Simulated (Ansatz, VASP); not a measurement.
## Ti: VASP beside Ansatz

```
Ti
1.0
    -1.59177    1.59177    1.64100
     1.59177   -1.59177    1.64100
     1.59177    1.59177   -1.64100
Ti
1
Cartesian
  0.0000 0.0000 0.0000
```

Change from the starting cell: equal xx and yy strain of -3 %, crystal datasets.

Alike in both runs: task electric field gradients; functional PBEsol; k mesh 14 × 14 × 14; occupations fermi-dirac, width 0.05 eV; no spin polarisation.

```csv
,VASP,Ansatz
version,VASP 6.6.1,Ansatz 0.2.0
potentials or method,"VASP PAW PBE potentials, release 64 (Ti_sv), cutoff 400 eV","all-electron PAW with datasets made for the crystal, scalar-relativistic"
```

|  | VASP | Ansatz | Ansatz less VASP |
| --- | --- | --- | --- |
| pressure (GPa) | -1.5 | -0.6 | +0.95 |
| traceless stress, the component that is largest in VASP (GPa) | 0.42 | 0.42 | -0.005 |
| size of Vzz on the site where it differs most (V/Å²) | 0.6 | 0.6 | -0.06 |

VASP's potentials were made for PBE, not for PBEsol. Ansatz ran all-electron here, and VASP with PAW potentials.
